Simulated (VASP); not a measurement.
# NaS6 (Pm-3m) in VASP: notebook

Runs on NaS6. Level: PBE. Tasks: single point, relaxation of cell and atoms.

All numbers are computed with VASP 6.6.1; they aren't measurements. Logs are shortened: lines on timing, memory, paths and dates and some standing lists are left out, and cuts for length are marked.

**1. The cell of the first run**

It takes space group Pm-3m (No. 221, cubic). The conventional cell has a = 6.310 Å, b = 6.310 Å, c = 6.310 Å, α = 90.00°, β = 90.00°, γ = 90.00°. S (site symmetry 4mm) has 1 S at 1.96 Å within 2.6 Å.

The cell was built from a structure type or drawn by symmetry, and may not be a known phase.

**2. Single point, PBE**

INCAR

```
  PREC = Accurate
  ENCUT = 520
  EDIFF = 1E-7
  ISMEAR = 0
  SIGMA = 0.1
  LREAL = F
  LASPH = T
  NELM = 60
  ALGO = Normal
  ISIF = 2
  LWAVE = F
  LCHARG = F
  GGA = PE
  NBANDS = 30
```

KPOINTS

```
regular mesh
0
Gamma
  4 4 4
```

POSCAR

```
NaS6
1.0
    6.3100599913      0.0000000000      0.0000000000
    0.0000000000      6.3100599913      0.0000000000
    0.0000000000      0.0000000000      6.3100599913
Na S
1 6
Direct
    0.0000000000      0.0000000000      0.0000000000
    0.1553565670      0.5000000000      0.5000000000
    0.5000000000      0.1553565670      0.5000000000
    0.8446434330      0.5000000000      0.5000000000
    0.5000000000      0.8446434330      0.5000000000
    0.5000000000      0.5000000000      0.1553565670
    0.5000000000      0.5000000000      0.8446434330
```

Potentials or basis: VASP PAW PBE potentials, release 64 (Na_pv, S).

The run is started by

```console
cat potpaw_PBE.64/Na_pv/POTCAR potpaw_PBE.64/S/POTCAR > POTCAR
mpirun -np 1 vasp_std > vasp.out
```

OUTCAR:

```text
PREC = Accurate
   ENCUT = 520
   EDIFF = 1E-7
   ISMEAR = 0
   LREAL = F
   LASPH = T
   NELM = 60
   ISIF = 2
   GGA = PE

 ion  position               nearest neighbor table
   1  0.000  0.000  0.000-
   2  0.155  0.500  0.500-   4 1.96
   3  0.500  0.155  0.500-   5 1.96
   4  0.845  0.500  0.500-   2 1.96
   5  0.500  0.845  0.500-   3 1.96
   6  0.500  0.500  0.155-   7 1.96
   7  0.500  0.500  0.845-   6 1.96

  LATTYP: Found a simple cubic cell.
 ALAT       =     6.3100599913

  Lattice vectors:

 A1 = (   6.3100599913,   0.0000000000,   0.0000000000)
 A2 = (   0.0000000000,   6.3100599913,   0.0000000000)
 A3 = (   0.0000000000,   0.0000000000,   6.3100599913)

Analysis of symmetry for initial positions (statically):
=====================================================================
 Subroutine PRICEL returns:
 Original cell was already a primitive cell.

 Routine SETGRP: Setting up the symmetry group for a
 simple cubic supercell.

 Subroutine GETGRP returns: Found 48 space group operations
 (whereof 48 operations were pure point group operations)
 out of a pool of 48 trial point group operations.

The static configuration has the point symmetry O_h .

Analysis of symmetry for dynamics (positions and initial velocities):
=====================================================================
 Subroutine PRICEL returns:
 Original cell was already a primitive cell.

 Routine SETGRP: Setting up the symmetry group for a
 simple cubic supercell.

 Subroutine GETGRP returns: Found 48 space group operations
 (whereof 48 operations were pure point group operations)
 out of a pool of 48 trial point group operations.

The dynamic configuration has the point symmetry O_h .

 Subroutine INISYM returns: Found 48 space group operations
 (whereof 48 operations are pure point group operations),
 and found     1 'primitive' translations

----------------------------------------------------------------------------------------

                                     Primitive cell

  volume of cell :     251.2468

  direct lattice vectors                    reciprocal lattice vectors
     6.310059991  0.000000000  0.000000000     0.158477099  0.000000000  0.000000000
     0.000000000  6.310059991  0.000000000     0.000000000  0.158477099  0.000000000
     0.000000000  0.000000000  6.310059991     0.000000000  0.000000000  0.158477099

  length of vectors
     6.310059991  6.310059991  6.310059991     0.158477099  0.158477099  0.158477099

  position of ions in fractional coordinates (direct lattice)
     0.000000000  0.000000000  0.000000000
     0.155356567  0.500000000  0.500000000
     0.500000000  0.155356567  0.500000000
     0.844643433  0.500000000  0.500000000
     0.500000000  0.844643433  0.500000000
     0.500000000  0.500000000  0.155356567
     0.500000000  0.500000000  0.844643433

  ion indices of the primitive-cell ions
   primitive index   ion index
                 1           1
                 2           2
                 3           3
                 4           4
                 5           5
                 6           6
                 7           7

----------------------------------------------------------------------------------------

 KPOINTS: regular mesh

Automatic generation of k-mesh.
 Grid dimensions read from file:
 generate k-points for:    4    4    4

 Generating k-lattice:

  Cartesian coordinates                     Fractional coordinates (reciprocal lattice)
     0.039619275  0.000000000  0.000000000     0.250000000  0.000000000  0.000000000
     0.000000000  0.039619275  0.000000000     0.000000000  0.250000000  0.000000000
     0.000000000  0.000000000  0.039619275     0.000000000  0.000000000  0.250000000

  Length of vectors
     0.039619275  0.039619275  0.039619275

  Shift w.r.t. Gamma in fractional coordinates (k-lattice)
     0.000000000  0.000000000  0.000000000

 Subroutine IBZKPT returns following result:
 ===========================================

 Found     10 irreducible k-points:

 Following reciprocal coordinates:
            Coordinates               Weight
  0.000000  0.000000  0.000000      1.000000
  0.250000  0.000000  0.000000      6.000000
  0.500000  0.000000  0.000000      3.000000
  0.250000  0.250000  0.000000     12.000000
  0.500000  0.250000  0.000000     12.000000
  0.500000  0.500000  0.000000      3.000000
  0.250000  0.250000  0.250000      8.000000
  0.500000  0.250000  0.250000     12.000000
  0.500000  0.500000  0.250000      6.000000
  0.500000  0.500000  0.500000      1.000000
   k-points           NKPTS =     10   k-points in BZ     NKDIM =     10   number of bands    NBANDS=     30
   number of dos      NEDOS =    301   number of ions     NIONS =      7
   total plane-waves  NPLWV = 110592
   dimension x,y,z NGX =    48 NGY =   48 NGZ =   48
   dimension x,y,z NGXF=    96 NGYF=   96 NGZF=   96
   ions per type =               1   6
   NGX,Y,Z   is equivalent  to a cutoff of  12.65, 12.65, 12.65 a.u.
   NGXF,Y,Z  is equivalent  to a cutoff of  25.29, 25.29, 25.29 a.u.
 SYSTEM =  unknown system
   PREC   = accura    normal or accurate (medium, high low for compatibility)
   ISTART =      0    job   : 0-new  1-cont  2-samecut
   ICHARG =      2    charge: 1-file 2-atom 10-const
   ISPIN  =      1    spin polarized calculation?
   LNONCOLLINEAR =      F non collinear calculations
   LSORBIT =      F    spin-orbit coupling
   LASPH  =      T    aspherical Exc in radial PAW
   ENCUT  =  520.0 eV  38.22 Ry    6.18 a.u.  11.73 11.73 11.73*2*pi/ulx,y,z
   NELM   =     60;   NELMIN=  2; NELMDL= -5     # of ELM steps
   EDIFF  = 0.1E-06   stopping-criterion for ELM
   LREAL  =      F    real-space projection
   EDIFFG = 0.1E-05   stopping-criterion for IOM
   NSW    =      0    number of steps for IOM
   IBRION =     -1    ionic relax: 0-MD 1-quasi-New 2-CG
   NFREE  =      0    steps in history (QN), initial steepest desc. (CG)
   ISIF   =      2    stress and relaxation
   ISYM   =      2    0-nonsym 1-usesym 2-fastsym
   POTIM  = 0.5000    time-step for ionic-motion
   TEBEG  =    0.0;   TEEND  =   0.0 temperature during run
   PSTRESS=    0.0 pullay stress
   NELECT =      43.0000    total number of electrons
   NUPDOWN=      -1.0000    fix difference up-down
   EMIN   =  10.00;   EMAX   =-10.00  energy-range for DOS
   EFERMI =   0.00;   METHOD = LEGACY
   ISMEAR =     0;   SIGMA  =   0.10  broadening in eV -4-tet -1-fermi 0-gaus
   EFERMI_NEDOS =   21; number of points for ismear=-14 and -15
   IALGO  =     38    algorithm
   IMIX   =      4    mixing-type and parameters
     AMIX     =   0.40;   BMIX     =  1.00
     AMIX_MAG =   1.60;   BMIX_MAG =  1.00
  volume/ion in A,a.u.               =      35.89       242.21
  Fermi-wavevector in a.u.,A,eV,Ry     =   0.908931  1.717630 11.240524  0.826155
  Thomas-Fermi vector in A             =   2.032915
   LORBIT       =      0    0 simple, 1 ext, 2 COOP (PROOUT), +10 PAW based schemes
   GGA     = PE    functional components
   LHFCALC =     F    Hartree Fock is set to
   AEXX    =    0.0000 exact exchange contribution
   IVDW    =     0    specifies the selected vdW correction
   LEPSILON=     F    determine dielectric tensor
   LRPA    =     F    only Hartree local field effects (RPA)
 non-spin polarized calculation
 Gauss-broadening in eV      SIGMA  =   0.10
  energy-cutoff  :      520.00
  volume of cell :      251.25
 maximum number of plane-waves:      6816
 NGX is ok and might be reduce to    48
   NGX = 23   NGY = 23   NGZ = 23

 number of electron      43.0000028 magnetization

 Free energy of the ion-electron system (eV)
  ---------------------------------------------------
  ext. energy  EPLUGINS =         0.00000000
  ---------------------------------------------------
  free energy    TOTEN  =       -24.04764608 eV

  energy without entropy =      -23.96881297  energy(sigma->0) =      -24.00822952

 E-fermi :   1.0732     XC(G=0):  -6.5387

 val. band max:        1.0672581451   @ k =   0.5000   0.5000   0.0000
 cond. band min:       1.0981716728   @ k =   0.5000   0.2500   0.2500
 fundamental gap:      0.0309135277
 Fermi energy:         1.0732471607

 k-point     1 :       0.0000    0.0000    0.0000
  band No.  band energies     occupation
      1     -25.8280      2.00000
      2     -25.8280      2.00000
      3     -25.8280      2.00000
      4     -14.6377      2.00000
      5     -14.0124      2.00000
      6     -14.0124      2.00000
[... 22 lines left out ...]
     29       5.5685      0.00000
     30       5.5685      0.00000

 k-point     2 :       0.2500    0.0000    0.0000
  band No.  band energies     occupation
      1     -25.8280      2.00000
      2     -25.8280      2.00000
      3     -25.8280      2.00000
      4     -14.5703      2.00000
      5     -14.0941      2.00000
      6     -14.0121      2.00000
[... 22 lines left out ...]
     29       5.2930      0.00000
     30       6.0108      0.00000

 k-point     3 :       0.5000    0.0000    0.0000
  band No.  band energies     occupation
      1     -25.8280      2.00000
      2     -25.8280      2.00000
      3     -25.8280      2.00000
      4     -14.4654      2.00000
      5     -14.2133      2.00000
      6     -14.0118      2.00000
[... 22 lines left out ...]
     29       5.2421      0.00000
     30       5.8501      0.00000

 k-point     4 :       0.2500    0.2500    0.0000
  band No.  band energies     occupation
      1     -25.8280      2.00000
      2     -25.8280      2.00000
      3     -25.8280      2.00000
      4     -14.5053      2.00000
      5     -14.1167      2.00000
      6     -14.0605      2.00000
[... 154 lines left out ...]
     29       5.6153      0.00000
     30       5.9805      0.00000

 k-point     9 :       0.5000    0.5000    0.2500
  band No.  band energies     occupation
      1     -25.8280      2.00000
      2     -25.8280      2.00000
      3     -25.8280      2.00000
      4     -14.2373      2.00000
      5     -14.2115      2.00000
      6     -14.2115      2.00000
[... 22 lines left out ...]
     29       5.2809      0.00000
     30       6.0911      0.00000

 k-point    10 :       0.5000    0.5000    0.5000
  band No.  band energies     occupation
      1     -25.8280      2.00000
      2     -25.8280      2.00000
      3     -25.8280      2.00000
      4     -14.2110      2.00000
      5     -14.2110      2.00000
      6     -14.2110      2.00000
[... 22 lines left out ...]
     29       5.4803      0.00000
     30       7.0447      0.00000

------------------------ aborting loop because EDIFF is reached ----------------------------------------

  FORCE on cell =-STRESS in cart. coord.  units (eV):
  Direction    XX          YY          ZZ          XY          YZ          ZX
  --------------------------------------------------------------------------------------
  -------------------------------------------------------------------------------------
  Total        0.1347681      0.1347681      0.1347681      0.0000000      0.0000000     -0.0000000
  in kB        0.8594036      0.8594036      0.8594036      0.0000000      0.0000000     -0.0000000
  external PRESSURE =       0.8594036 kB  Pullay stress =       0.0000000 kB

 VOLUME and BASIS-vectors are now :
 -----------------------------------------------------------------------------
  energy-cutoff  :      520.00
  volume of cell :      251.25
      direct lattice vectors                 reciprocal lattice vectors
     6.310059991  0.000000000  0.000000000     0.158477099  0.000000000  0.000000000
     0.000000000  6.310059991  0.000000000     0.000000000  0.158477099  0.000000000
     0.000000000  0.000000000  6.310059991     0.000000000  0.000000000  0.158477099

 POSITION                                       TOTAL-FORCE (eV/Angst)
 -----------------------------------------------------------------------------------
      0.00000      0.00000      0.00000        -0.000000      0.000000      0.000000
      0.98031      3.15503      3.15503        -0.228048      0.000000      0.000000
      3.15503      0.98031      3.15503        -0.000000     -0.228048     -0.000000
      5.32975      3.15503      3.15503         0.228048     -0.000000     -0.000000
      3.15503      5.32975      3.15503         0.000000      0.228048      0.000000
      3.15503      3.15503      0.98031         0.000000      0.000000     -0.228048
      3.15503      3.15503      5.32975        -0.000000     -0.000000      0.228048
 -----------------------------------------------------------------------------------
    total drift:                               -0.000000     -0.000000     -0.000000

  FREE ENERGIE OF THE ION-ELECTRON SYSTEM (eV)
  ---------------------------------------------------
  free  energy   TOTEN  =       -24.0476460828 eV

  energy  without entropy=      -23.9688129659  energy(sigma->0) =      -24.00822952
```

Run time: 42 s. Hardware: 1 thread of Oxide Virtual Turin-like, shared host; peak memory 0.31 GiB.

Results:

```yaml
Free_energy: -24.0476 eV
Pressure: 0.1 GPa
Largest_force: 0.228 eV/Å
Band_gap_on_the_k_mesh: zero (an odd number of electrons rules out a gap without spin polarisation)
```

Forces on the atoms (eV/Å):
```
Na   0.000  0.000  0.000
S   -0.228  0.000  0.000
S    0.000 -0.228  0.000
S    0.228  0.000  0.000
S    0.000  0.228  0.000
S    0.000  0.000 -0.228
S    0.000  0.000  0.228
```

[end of part 1 of 2]
